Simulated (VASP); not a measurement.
# Ga2O3 (P1) in VASP: single point with r2SCAN

Aim: the single point of Ga2O3 with r2SCAN.

Program: VASP 6.6.1. These are calculated values, not measurements. Logs are shortened: lines on timing, memory, paths and dates and some standing lists are left out, and cuts for length are marked.

### Step 1. The cell of the first run

The typed cell holds 10 atoms: a = 5.325 Å, b = 5.325 Å, c = 5.324 Å, α = 55.82°, β = 55.82°, γ = 55.83°.

### Step 2. Single point, r2SCAN

POSCAR reads:

```
Ga2O3
1.0
    2.4926438817      1.4390865565      4.4796059956
   -2.4926543508      1.4391745846      4.4795835493
    0.0000710001     -2.8774255897      4.4793264417
Ga O
4 6
Direct
    0.3553398386      0.3554865673      0.3553467101
    0.1445015440      0.1445264576      0.1445812467
    0.6445383822      0.6445759122      0.6444999865
    0.8553746291      0.8553337001      0.8554772208
    0.5537647276      0.9464522295      0.2499213966
    0.2500127977      0.5535389856      0.9465065632
    0.9464469272      0.2499568578      0.5536077904
    0.4463953964      0.0536062308      0.7499785728
    0.7499420934      0.4465398133      0.0535871963
    0.0536836637      0.7499832453      0.4464933163
```

INCAR.step1 reads:

```
  PREC = Accurate
  ENCUT = 520
  ISMEAR = 0
  SIGMA = 0.05
  LREAL = F
  LASPH = T
  NELM = 80
  NBANDS = 55
  GGA = PE
  ALGO = Normal
  EDIFF = 1E-4
  LWAVE = T
  LCHARG = F
```

INCAR.step2 reads:

```
  PREC = Accurate
  ENCUT = 520
  EDIFF = 1E-6
  ISMEAR = 0
  SIGMA = 0.05
  LREAL = F
  LASPH = T
  NELM = 80
  ALGO = Normal
  ISIF = 2
  LWAVE = F
  LCHARG = F
  METAGGA = R2SCAN
  LMIXTAU = T
  NBANDS = 55
  ISTART = 1
```

KPOINTS reads:

```
Automatic mesh
0
Gamma
  6 6 6
```

Potentials or basis: VASP PAW PBE potentials, release 64 (Ga_d, O).

Run with:

```bash
> cat potpaw_PBE.64/Ga_d/POTCAR potpaw_PBE.64/O/POTCAR > POTCAR
> cp INCAR.step1 INCAR
> mpirun -np 1 vasp_std > vasp.out
> cp INCAR.step2 INCAR
> mpirun -np 1 vasp_std > vasp.out
```

OUTCAR:

```text
PREC = Accurate
   ENCUT = 520
   EDIFF = 1E-6
   ISMEAR = 0
   LREAL = F
   LASPH = T
   NELM = 80
   ISIF = 2
   METAGGA = R2SCAN
   ISTART = 1

 ion  position               nearest neighbor table
   1  0.355  0.355  0.355-  10 1.93   9 1.93   8 1.93   6 2.07   7 2.07   5 2.07   2 2.83
   2  0.145  0.145  0.145-  10 1.92   8 1.93   9 1.93   7 2.07   6 2.07   5 2.07   1 2.83
   3  0.645  0.645  0.644-   5 1.92   6 1.93   7 1.93   9 2.07   8 2.07  10 2.07   4 2.83
   4  0.855  0.855  0.855-   5 1.92   7 1.93   6 1.93   9 2.07  10 2.07   8 2.07   3 2.83
   5  0.554  0.946  0.250-   3 1.92   4 1.92   1 2.07   2 2.07
   6  0.250  0.554  0.947-   3 1.93   4 1.93   1 2.07   2 2.07
   7  0.946  0.250  0.554-   3 1.93   4 1.93   1 2.07   2 2.07
   8  0.446  0.054  0.750-   2 1.93   1 1.93   4 2.07   3 2.07
   9  0.750  0.447  0.054-   2 1.93   1 1.93   4 2.07   3 2.07
  10  0.054  0.750  0.446-   2 1.92   1 1.93   4 2.07   3 2.07

  LATTYP: Found a triclinic cell.
 ALAT       =     8.8345162369
 B/A-ratio  =     0.5642069700
 C/A-ratio  =     0.6027026309
 COS(alpha) =     0.0000129697
 COS(beta)  =     0.3385387394
 COS(gamma) =     0.8463918676

  Lattice vectors:

 A1 = (   4.9852167633,   5.7555987027,   4.4798855495)
 A2 = (   2.4925728816,   4.3165121462,   0.0002795539)
 A3 = (  -2.4926543508,   1.4391745846,   4.4795835493)

Analysis of symmetry for initial positions (statically):
=====================================================================
 Subroutine PRICEL returns:
 Original cell was already a primitive cell.

 Routine SETGRP: Setting up the symmetry group for a
 triclinic supercell.

 Subroutine GETGRP returns: Found  1 space group operations
 (whereof  1 operations were pure point group operations)
 out of a pool of  2 trial point group operations.

The static configuration has the point symmetry C_1 .

Analysis of symmetry for dynamics (positions and initial velocities):
=====================================================================
 Subroutine PRICEL returns:
 Original cell was already a primitive cell.

 Routine SETGRP: Setting up the symmetry group for a
 triclinic supercell.

 Subroutine GETGRP returns: Found  1 space group operations
 (whereof  1 operations were pure point group operations)
 out of a pool of  2 trial point group operations.

The dynamic configuration has the point symmetry C_1 .

 Subroutine INISYM returns: Found  1 space group operations
 (whereof  1 operations are pure point group operations),
 and found     1 'primitive' translations

----------------------------------------------------------------------------------------

                                     Primitive cell

  volume of cell :      96.3959

  direct lattice vectors                    reciprocal lattice vectors
     2.492643882  1.439086556  4.479605996     0.200591515  0.115831999  0.074404873
    -2.492654351  1.439174585  4.479583549    -0.200588095  0.115824913  0.074406680
     0.000071000 -2.877425590  4.479326442    -0.000004426 -0.231670789  0.074427383

  length of vectors
     5.324576369  5.324586179  5.323903023     0.243290142  0.243284501  0.243332673

  position of ions in fractional coordinates (direct lattice)
     0.355339839  0.355486567  0.355346710
     0.144501544  0.144526458  0.144581247
     0.644538382  0.644575912  0.644499987
     0.855374629  0.855333700  0.855477221
     0.553764728  0.946452229  0.249921397
     0.250012798  0.553538986  0.946506563
     0.946446927  0.249956858  0.553607790
     0.446395396  0.053606231  0.749978573
     0.749942093  0.446539813  0.053587196
     0.053683664  0.749983245  0.446493316

  ion indices of the primitive-cell ions
   primitive index   ion index
                 1           1
                 2           2
                 3           3
                 4           4
                 5           5
                 6           6
                 7           7
                 8           8
                 9           9
                10          10

----------------------------------------------------------------------------------------

 KPOINTS: Automatic mesh

Automatic generation of k-mesh.
 Grid dimensions read from file:
 generate k-points for:    6    6    6

 Generating k-lattice:

  Cartesian coordinates                     Fractional coordinates (reciprocal lattice)
     0.033431919  0.019305333  0.012400812     0.166666667 -0.000000000 -0.000000000
    -0.033431349  0.019304152  0.012401113     0.000000000  0.166666667  0.000000000
    -0.000000738 -0.038611798  0.012404564    -0.000000000  0.000000000  0.166666667

  Length of vectors
     0.040548357  0.040547417  0.040555446

  Shift w.r.t. Gamma in fractional coordinates (k-lattice)
     0.000000000  0.000000000  0.000000000

 Subroutine IBZKPT returns following result:
 ===========================================

 Found    112 irreducible k-points:

 Following reciprocal coordinates:
            Coordinates               Weight
  0.000000  0.000000  0.000000      1.000000
  0.166667 -0.000000  0.000000      2.000000
  0.000000 -0.166667  0.000000      2.000000
  0.333333  0.000000 -0.000000      2.000000
  0.000000 -0.333333 -0.000000      2.000000
  0.500000 -0.000000  0.000000      1.000000
[... 16 lines left out ...]
  0.000000 -0.166667 -0.166667      2.000000
  0.333333  0.000000  0.166667      2.000000
 [... further k-points ...]
   k-points           NKPTS =    112   k-points in BZ     NKDIM =    112   number of bands    NBANDS=     55
   number of dos      NEDOS =    301   number of ions     NIONS =     10
   total plane-waves  NPLWV =  64000
   dimension x,y,z NGX =    40 NGY =   40 NGZ =   40
   dimension x,y,z NGXF=    80 NGYF=   80 NGZF=   80
   ions per type =               4   6
   NGX,Y,Z   is equivalent  to a cutoff of  12.49, 12.49, 12.49 a.u.
   NGXF,Y,Z  is equivalent  to a cutoff of  24.98, 24.98, 24.98 a.u.
 SYSTEM =  unknown system
   PREC   = accura    normal or accurate (medium, high low for compatibility)
   ISTART =      1    job   : 0-new  1-cont  2-samecut
   ICHARG =      0    charge: 1-file 2-atom 10-const
   ISPIN  =      1    spin polarized calculation?
   LNONCOLLINEAR =      F non collinear calculations
   LSORBIT =      F    spin-orbit coupling
   LASPH  =      T    aspherical Exc in radial PAW
   ENCUT  =  520.0 eV  38.22 Ry    6.18 a.u.   9.90  9.90  9.90*2*pi/ulx,y,z
   NELM   =     80;   NELMIN=  2; NELMDL=  0     # of ELM steps
   EDIFF  = 0.1E-05   stopping-criterion for ELM
   LREAL  =      F    real-space projection
   EDIFFG = 0.1E-04   stopping-criterion for IOM
   NSW    =      0    number of steps for IOM
   IBRION =     -1    ionic relax: 0-MD 1-quasi-New 2-CG
   NFREE  =      0    steps in history (QN), initial steepest desc. (CG)
   ISIF   =      2    stress and relaxation
   ISYM   =      2    0-nonsym 1-usesym 2-fastsym
   POTIM  = 0.5000    time-step for ionic-motion
   TEBEG  =    0.0;   TEEND  =   0.0 temperature during run
   PSTRESS=    0.0 pullay stress
   NELECT =      88.0000    total number of electrons
   NUPDOWN=      -1.0000    fix difference up-down
   EMIN   =  10.00;   EMAX   =-10.00  energy-range for DOS
   EFERMI =   0.00;   METHOD = LEGACY
   ISMEAR =     0;   SIGMA  =   0.05  broadening in eV -4-tet -1-fermi 0-gaus
   EFERMI_NEDOS =   21; number of points for ismear=-14 and -15
   IALGO  =     38    algorithm
   IMIX   =      4    mixing-type and parameters
     AMIX     =   0.40;   BMIX     =  1.00
     AMIX_MAG =   1.60;   BMIX_MAG =  1.00
  volume/ion in A,a.u.               =       9.64        65.05
  Fermi-wavevector in a.u.,A,eV,Ry     =   1.588118  3.001108 34.315523  2.522120
  Thomas-Fermi vector in A             =   2.687171
   LORBIT       =      0    0 simple, 1 ext, 2 COOP (PROOUT), +10 PAW based schemes
   METAGGA = R2SCAN    functional components
   LHFCALC =     F    Hartree Fock is set to
   AEXX    =    0.0000 exact exchange contribution
   IVDW    =     0    specifies the selected vdW correction
   LEPSILON=     F    determine dielectric tensor
   LRPA    =     F    only Hartree local field effects (RPA)
 non-spin polarized calculation
 Gauss-broadening in eV      SIGMA  =   0.05
  energy-cutoff  :      520.00
  volume of cell :       96.40
 maximum number of plane-waves:      2610
   NGX = 19   NGY = 19   NGZ = 19

 number of electron      87.9999977 magnetization

 Free energy of the ion-electron system (eV)
  ---------------------------------------------------
  ext. energy  EPLUGINS =         0.00000000
  ---------------------------------------------------
  free energy    TOTEN  =      -102.32853132 eV

  energy without entropy =     -102.32853132  energy(sigma->0) =     -102.32853132

 E-fermi :   4.4434     XC(G=0): -13.1613

 val. band max:        4.1291337823   @ k =  -0.1667   0.1667  -0.0000
 cond. band min:       7.6743968495   @ k =   0.0000   0.0000   0.0000
 fundamental gap:      3.5452630672
 Fermi energy:         4.4434032710

 k-point     1 :       0.0000    0.0000    0.0000
  band No.  band energies     occupation
      1     -15.7971      2.00000
      2     -13.8141      2.00000
      3     -13.8063      2.00000
      4     -13.8058      2.00000
      5     -13.7793      2.00000
      6     -13.7792      2.00000
[... 47 lines left out ...]
     54      16.2452      0.00000
     55      17.5060      0.00000

 k-point     2 :       0.1667   -0.0000    0.0000
  band No.  band energies     occupation
      1     -15.6729      2.00000
      2     -13.9608      2.00000
      3     -13.8239      2.00000
      4     -13.8221      2.00000
      5     -13.7795      2.00000
      6     -13.7727      2.00000
[... 47 lines left out ...]
     54      16.8648      0.00000
     55      17.3044      0.00000
[... 1216 lines left out ...]
     54      16.9240      0.00000
     55      17.3520      0.00000

 k-point    24 :       0.3333    0.0000    0.1667
  band No.  band energies     occupation
      1     -15.3788      2.00000
      2     -14.1730      2.00000
      3     -13.8936      2.00000
      4     -13.8842      2.00000
      5     -13.8376      2.00000
      6     -13.7648      2.00000
[... 47 lines left out ...]
     54      17.0778      0.00000
     55      17.3512      0.00000

 [... further k-points ...]
[... 5 lines left out ...]
  --------------------------------------------------------------------------------------
  -------------------------------------------------------------------------------------
  Total        1.2838256      1.3167584      0.9461577      0.0026649     -0.0087220     -0.0026668
  in kB       21.3382112     21.8855810     15.7259001      0.0442936     -0.1449670     -0.0443241
  external PRESSURE =      19.6498974 kB  Pullay stress =       0.0000000 kB

 VOLUME and BASIS-vectors are now :
 -----------------------------------------------------------------------------
  energy-cutoff  :      520.00
  volume of cell :       96.40
      direct lattice vectors                 reciprocal lattice vectors
     2.492643882  1.439086556  4.479605996     0.200591515  0.115831999  0.074404873
    -2.492654351  1.439174585  4.479583549    -0.200588095  0.115824913  0.074406680
     0.000071000 -2.877425590  4.479326442    -0.000004426 -0.231670789  0.074427383

 POSITION                                       TOTAL-FORCE (eV/Angst)
 -----------------------------------------------------------------------------------
     -0.00034      0.00049      4.77593         0.004351     -0.003083     -0.026165
     -0.00005     -0.00007      1.94235        -0.001674      0.003874      0.035126
     -0.00005      0.00070      8.66164         0.001967     -0.002250      0.035296
      0.00015      0.00036     11.49524         0.001389      0.005337     -0.027258
     -0.97882      1.43990      7.83984        -0.041222     -0.004841     -0.003577
     -0.75652     -1.56707      7.83929         0.016358     -0.028927     -0.003454
      1.73614      0.12879      7.83920         0.016889      0.031336     -0.001023
      0.97914     -1.43846      5.59921         0.035687      0.000381     -0.001110
      0.75627      1.56769      5.59979        -0.013877      0.030369     -0.002052
     -1.73560     -0.12814      5.60008        -0.019867     -0.032197     -0.005781
 -----------------------------------------------------------------------------------
    total drift:                                0.000128      0.000047      0.001780

  FREE ENERGIE OF THE ION-ELECTRON SYSTEM (eV)
  ---------------------------------------------------
  free  energy   TOTEN  =      -102.3285313241 eV

  energy  without entropy=     -102.3285313241  energy(sigma->0) =     -102.32853132
```

It took 19 min on 1 thread of Intel Xeon 6975P-C (Granite Rapids), shared host; peak memory 0.54 GiB.

What came out:

```yaml
Free_energy: -102.3285 eV
Pressure: 2.0 GPa
Largest_force: 0.042 eV/Å
Band_gap_on_the_k_mesh: 3.55 eV (least direct gap 3.81 eV)
```

Forces on the atoms (eV/Å):
```
Ga   0.004 -0.003 -0.026
Ga  -0.002  0.004  0.035
Ga   0.002 -0.002  0.035
Ga   0.001  0.005 -0.027
O   -0.041 -0.005 -0.004
O    0.016 -0.029 -0.003
O    0.017  0.031 -0.001
O    0.036  0.000 -0.001
O   -0.014  0.030 -0.002
O   -0.020 -0.032 -0.006
```

Caveat: the PAW data sets were made with another functional, which shifts forces and pressure a little.
